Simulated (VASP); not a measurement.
# SiNi2 (P6_3/mmc) in VASP: a series of runs

Runs on SiNi2. Level: PBE. Tasks: single point, relaxation of cell and atoms.

Program: VASP 6.6.1. These are calculated values, not measurements. Logs are shortened: lines on timing, memory, paths and dates and some standing lists are left out, and cuts for length are marked.

### Step 1. The cell of the first run

It takes space group P6_3/mmc (No. 194, hexagonal). The conventional cell has a = 3.911 Å, b = 3.911 Å, c = 4.992 Å, α = 90.00°, β = 90.00°, γ = 120.00°. Si (site symmetry -6m2) has 11 Ni at 2.26 to 2.58 Å within 3.0 Å. Ni (site symmetry -3m) has 8 Ni at 2.50 to 2.58 Å and 6 Si at 2.58 Å within 3.3 Å. Ni (site symmetry -6m2) has 5 Si at 2.26 to 2.50 Å and 6 Ni at 2.58 Å within 3.0 Å.

### Step 2. Single point, PBE

INCAR reads:

```
PREC = Accurate ; ENCUT = 520
EDIFF = 1E-6 ; ISMEAR = 0
SIGMA = 0.1 ; LREAL = F
LASPH = T ; NELM = 80
ALGO = Fast ; ISIF = 2
LWAVE = F ; LCHARG = F
GGA = PE ; NBANDS = 33
```

KPOINTS reads:

```
Automatic mesh
0
Gamma
  12 12 8
```

POSCAR reads:

```
SiNi2
1.0
    3.9112987837     -0.0000002944      0.0000000000
   -1.9556491369      3.3872842557      0.0000000000
    0.0000000000      0.0000000000      4.9919546682
Si Ni
2 4
Direct
    0.3333333333      0.6666666667      0.7500000000
    0.6666666667      0.3333333333      0.2500000000
    0.0000000000      0.0000000000      0.0000000000
    0.0000000000      0.0000000000      0.5000000000
    0.3333333333      0.6666666667      0.2500000000
    0.6666666667      0.3333333333      0.7500000000
```

Potentials or basis: VASP PAW PBE potentials, release 64 (Si, Ni).

The run is started by

```sh
> cat potpaw_PBE.64/Si/POTCAR potpaw_PBE.64/Ni/POTCAR > POTCAR
> mpirun -np 1 vasp_std > vasp.out
```

OUTCAR:

```text
PREC = Accurate
   ENCUT = 520
   EDIFF = 1E-6
   ISMEAR = 0
   LREAL = F
   LASPH = T
   NELM = 80
   ISIF = 2
   GGA = PE

 ion  position               nearest neighbor table
   1  0.333  0.667  0.750-   6 2.26   6 2.26   6 2.26   5 2.50   5 2.50   3 2.58   4 2.58   4 2.58
                             3 2.58   4 2.58   3 2.58
   2  0.667  0.333  0.250-   5 2.26   5 2.26   5 2.26   6 2.50   6 2.50   3 2.58   4 2.58   3 2.58
                             4 2.58   3 2.58   4 2.58
   3  0.000  0.000  0.000-   4 2.50   4 2.50   1 2.58   5 2.58   6 2.58   2 2.58   2 2.58   6 2.58
                             1 2.58   5 2.58   2 2.58   6 2.58   1 2.58   5 2.58
   4  0.000  0.000  0.500-   3 2.50   3 2.50   1 2.58   5 2.58   6 2.58   2 2.58   2 2.58   6 2.58
                             1 2.58   5 2.58   2 2.58   6 2.58   1 2.58   5 2.58
   5  0.333  0.667  0.250-   2 2.26   2 2.26   2 2.26   1 2.50   1 2.50   3 2.58   4 2.58   4 2.58
                             3 2.58   4 2.58   3 2.58
   6  0.667  0.333  0.750-   1 2.26   1 2.26   1 2.26   2 2.50   2 2.50   3 2.58   4 2.58   3 2.58
                             4 2.58   3 2.58   4 2.58

  LATTYP: Found a hexagonal cell.
 ALAT       =     3.9112987837
 C/A-ratio  =     1.2762908037

  Lattice vectors:

 A1 = (   3.9112987837,  -0.0000002944,   0.0000000000)
 A2 = (  -1.9556491369,   3.3872842557,   0.0000000000)
 A3 = (   0.0000000000,   0.0000000000,   4.9919546682)

Analysis of symmetry for initial positions (statically):
=====================================================================
 Subroutine PRICEL returns:
 Original cell was already a primitive cell.

 Routine SETGRP: Setting up the symmetry group for a
 hexagonal supercell.

 Subroutine GETGRP returns: Found 24 space group operations
 (whereof 12 operations were pure point group operations)
 out of a pool of 24 trial point group operations.

The static configuration has the point symmetry D_3d.
 The point group associated with its full space group is D_6h.

Analysis of symmetry for dynamics (positions and initial velocities):
=====================================================================
 Subroutine PRICEL returns:
 Original cell was already a primitive cell.

 Routine SETGRP: Setting up the symmetry group for a
 hexagonal supercell.

 Subroutine GETGRP returns: Found 24 space group operations
 (whereof 12 operations were pure point group operations)
 out of a pool of 24 trial point group operations.

The dynamic configuration has the point symmetry D_3d.
 The point group associated with its full space group is D_6h.

 Subroutine INISYM returns: Found 24 space group operations
 (whereof 12 operations are pure point group operations),
 and found     1 'primitive' translations

----------------------------------------------------------------------------------------

                                     Primitive cell

  volume of cell :      66.1368

  direct lattice vectors                    reciprocal lattice vectors
     3.911298784 -0.000000294  0.000000000     0.255669561  0.147610864  0.000000000
    -1.955649137  3.387284256  0.000000000     0.000000022  0.295221767  0.000000000
     0.000000000  0.000000000  4.991954668     0.000000000  0.000000000  0.200322332

  length of vectors
     3.911298784  3.911298784  4.991954668     0.295221767  0.295221767  0.200322332

  position of ions in fractional coordinates (direct lattice)
     0.333333333  0.666666667  0.750000000
     0.666666667  0.333333333  0.250000000
     0.000000000  0.000000000  0.000000000
     0.000000000  0.000000000  0.500000000
     0.333333333  0.666666667  0.250000000
     0.666666667  0.333333333  0.750000000

  ion indices of the primitive-cell ions
   primitive index   ion index
                 1           1
                 2           2
                 3           3
                 4           4
                 5           5
                 6           6

----------------------------------------------------------------------------------------

 KPOINTS: Automatic mesh

Automatic generation of k-mesh.
 Grid dimensions read from file:
 generate k-points for:   12   12    8

 Generating k-lattice:

  Cartesian coordinates                     Fractional coordinates (reciprocal lattice)
     0.021305797  0.012300905  0.000000000     0.083333333  0.000000000  0.000000000
     0.000000002  0.024601814  0.000000000    -0.000000000  0.083333333  0.000000000
     0.000000000  0.000000000  0.025040291     0.000000000  0.000000000  0.125000000

  Length of vectors
     0.024601814  0.024601814  0.025040291

  Shift w.r.t. Gamma in fractional coordinates (k-lattice)
     0.000000000  0.000000000  0.000000000

 Subroutine IBZKPT returns following result:
 ===========================================

 Found     95 irreducible k-points:

 Following reciprocal coordinates:
            Coordinates               Weight
  0.000000  0.000000  0.000000      1.000000
  0.083333  0.000000  0.000000      6.000000
  0.166667  0.000000  0.000000      6.000000
  0.250000  0.000000  0.000000      6.000000
  0.333333 -0.000000  0.000000      6.000000
  0.416667  0.000000  0.000000      6.000000
[... 16 lines left out ...]
  0.250000  0.000000  0.125000     12.000000
  0.333333 -0.000000  0.125000     12.000000
 [... further k-points ...]
   k-points           NKPTS =     95   k-points in BZ     NKDIM =     95   number of bands    NBANDS=     33
   number of dos      NEDOS =    301   number of ions     NIONS =      6
   total plane-waves  NPLWV =  36000
   dimension x,y,z NGX =    30 NGY =   30 NGZ =   40
   dimension x,y,z NGXF=    60 NGYF=   60 NGZF=   80
   ions per type =               2   4
   NGX,Y,Z   is equivalent  to a cutoff of  12.75, 12.75, 13.32 a.u.
   NGXF,Y,Z  is equivalent  to a cutoff of  25.50, 25.50, 26.64 a.u.
 SYSTEM =  unknown system
   PREC   = accura    normal or accurate (medium, high low for compatibility)
   ISTART =      0    job   : 0-new  1-cont  2-samecut
   ICHARG =      2    charge: 1-file 2-atom 10-const
   ISPIN  =      1    spin polarized calculation?
   LNONCOLLINEAR =      F non collinear calculations
   LSORBIT =      F    spin-orbit coupling
   LASPH  =      T    aspherical Exc in radial PAW
   ENCUT  =  520.0 eV  38.22 Ry    6.18 a.u.   7.27  7.27  9.28*2*pi/ulx,y,z
   NELM   =     80;   NELMIN=  2; NELMDL= -5     # of ELM steps
   EDIFF  = 0.1E-05   stopping-criterion for ELM
   LREAL  =      F    real-space projection
   EDIFFG = 0.1E-04   stopping-criterion for IOM
   NSW    =      0    number of steps for IOM
   IBRION =     -1    ionic relax: 0-MD 1-quasi-New 2-CG
   NFREE  =      0    steps in history (QN), initial steepest desc. (CG)
   ISIF   =      2    stress and relaxation
   ISYM   =      2    0-nonsym 1-usesym 2-fastsym
   POTIM  = 0.5000    time-step for ionic-motion
   TEBEG  =    0.0;   TEEND  =   0.0 temperature during run
   PSTRESS=    0.0 pullay stress
   NELECT =      48.0000    total number of electrons
   NUPDOWN=      -1.0000    fix difference up-down
   EMIN   =  10.00;   EMAX   =-10.00  energy-range for DOS
   EFERMI =   0.00;   METHOD = LEGACY
   ISMEAR =     0;   SIGMA  =   0.10  broadening in eV -4-tet -1-fermi 0-gaus
   EFERMI_NEDOS =   21; number of points for ismear=-14 and -15
   IALGO  =     68    algorithm
   IMIX   =      4    mixing-type and parameters
     AMIX     =   0.40;   BMIX     =  1.00
     AMIX_MAG =   1.60;   BMIX_MAG =  1.00
  volume/ion in A,a.u.               =      11.02        74.39
  Fermi-wavevector in a.u.,A,eV,Ry     =   1.471208  2.780181 29.449182  2.164454
  Thomas-Fermi vector in A             =   2.586372
   LORBIT       =      0    0 simple, 1 ext, 2 COOP (PROOUT), +10 PAW based schemes
   GGA     = PE    functional components
   LHFCALC =     F    Hartree Fock is set to
   AEXX    =    0.0000 exact exchange contribution
   IVDW    =     0    specifies the selected vdW correction
   LEPSILON=     F    determine dielectric tensor
   LRPA    =     F    only Hartree local field effects (RPA)
 non-spin polarized calculation
 RMM-DIIS sequential band-by-band and
 Gauss-broadening in eV      SIGMA  =   0.10
  energy-cutoff  :      520.00
  volume of cell :       66.14
 maximum number of plane-waves:      1813
 NGX is ok and might be reduce to    30
   NGX = 15   NGY = 15   NGZ = 19

 number of electron      48.0000022 magnetization

 Free energy of the ion-electron system (eV)
  ---------------------------------------------------
  ext. energy  EPLUGINS =         0.00000000
  ---------------------------------------------------
  free energy    TOTEN  =       -35.76998454 eV

  energy without entropy =      -35.75187655  energy(sigma->0) =      -35.76093055

 E-fermi :  10.9687     XC(G=0): -12.8872

 val. band max:       10.9685403481   @ k =   0.2500   0.0833   0.2500
 cond. band min:      10.9826018733   @ k =   0.3333  -0.0000   0.2500
 fundamental gap:      0.0140615253
 Fermi energy:        10.9686561970

 k-point     1 :       0.0000    0.0000    0.0000
  band No.  band energies     occupation
      1      -1.5158      2.00000
      2       2.8091      2.00000
      3       4.6146      2.00000
      4       5.9989      2.00000
      5       5.9989      2.00000
      6       7.1176      2.00000
[... 25 lines left out ...]
     32      16.3856      0.00000
     33      19.2581      0.00000

 k-point     2 :       0.0833    0.0000    0.0000
  band No.  band energies     occupation
      1      -1.4273      2.00000
      2       2.8268      2.00000
      3       4.6775      2.00000
      4       5.9815      2.00000
      5       6.0440      2.00000
      6       6.8221      2.00000
[... 25 lines left out ...]
     32      16.9222      0.00000
     33      18.7284      0.00000
[... 754 lines left out ...]
     32      17.5846      0.00000
     33      18.5306      0.00000

 k-point    24 :       0.3333   -0.0000    0.1250
  band No.  band energies     occupation
      1      -0.0777      2.00000
      2       2.5899      2.00000
      3       4.5651      2.00000
      4       5.4951      2.00000
      5       6.5469      2.00000
      6       6.6797      2.00000
[... 25 lines left out ...]
     32      18.0606      0.00000
     33      19.2137      0.00000

 [... further k-points ...]
[... 5 lines left out ...]
  --------------------------------------------------------------------------------------
  -------------------------------------------------------------------------------------
  Total        0.1091573      0.1091573      0.0073687     -0.0000000      0.0000000      0.0000000
  in kB        2.6443578      2.6443578      0.1785085     -0.0000000      0.0000000      0.0000000
  external PRESSURE =       1.8224081 kB  Pullay stress =       0.0000000 kB

 VOLUME and BASIS-vectors are now :
 -----------------------------------------------------------------------------
  energy-cutoff  :      520.00
  volume of cell :       66.14
      direct lattice vectors                 reciprocal lattice vectors
     3.911298784 -0.000000294  0.000000000     0.255669561  0.147610864  0.000000000
    -1.955649137  3.387284256  0.000000000     0.000000022  0.295221767  0.000000000
     0.000000000  0.000000000  4.991954668     0.000000000  0.000000000  0.200322332

 POSITION                                       TOTAL-FORCE (eV/Angst)
 -----------------------------------------------------------------------------------
      0.00000      2.25819      3.74397        -0.000000     -0.000000      0.000000
      1.95565      1.12909      1.24799         0.000000      0.000000      0.000000
      0.00000      0.00000      0.00000         0.000000      0.000000      0.000000
      0.00000      0.00000      2.49598         0.000000      0.000000      0.000000
      0.00000      2.25819      1.24799        -0.000000     -0.000000      0.000000
      1.95565      1.12909      3.74397         0.000000      0.000000      0.000000
 -----------------------------------------------------------------------------------
    total drift:                                0.000000     -0.000000      0.000000

  FREE ENERGIE OF THE ION-ELECTRON SYSTEM (eV)
  ---------------------------------------------------
  free  energy   TOTEN  =       -35.7699845446 eV

  energy  without entropy=      -35.7518765477  energy(sigma->0) =      -35.76093055
```

Wall time 7.7 min (1 thread of Intel Xeon Platinum 8259CL at 2.50GHz (Skylake/Cascade Lake), shared host); peak memory 0.29 GiB.

Results:

```yaml
Free_energy: -35.7700 eV
Pressure: 0.2 GPa
Band_gap_on_the_k_mesh: zero (bands 24 and 25 overlap by 3.21 eV)
```

Levels at points of the mesh, in eV from the Fermi level:
| k point | band 22 | band 23 | band 24 | band 25 | band 26 | band 27 |
| --- | --- | --- | --- | --- | --- | --- |
| (0.00, 0.00, 0.00) | -0.61 | 0.11 | 2.62 | 2.74 | 2.74 | 2.78 |
| (0.50, 0.00, 0.00) | -1.18 | -0.99 | -0.67 | -0.55 | 1.07 | 1.79 |
| (0.00, 0.00, 0.50) | -1.21 | 2.04 | 2.04 | 3.23 | 3.23 | 3.23 |
| (0.50, 0.00, 0.50) | -1.23 | -0.89 | -0.89 | 0.93 | 0.93 | 2.82 |

Spin polarisation is off, so any magnetic state and its effect on volume and gap are missing.

(Continued in part 2 of 2.)
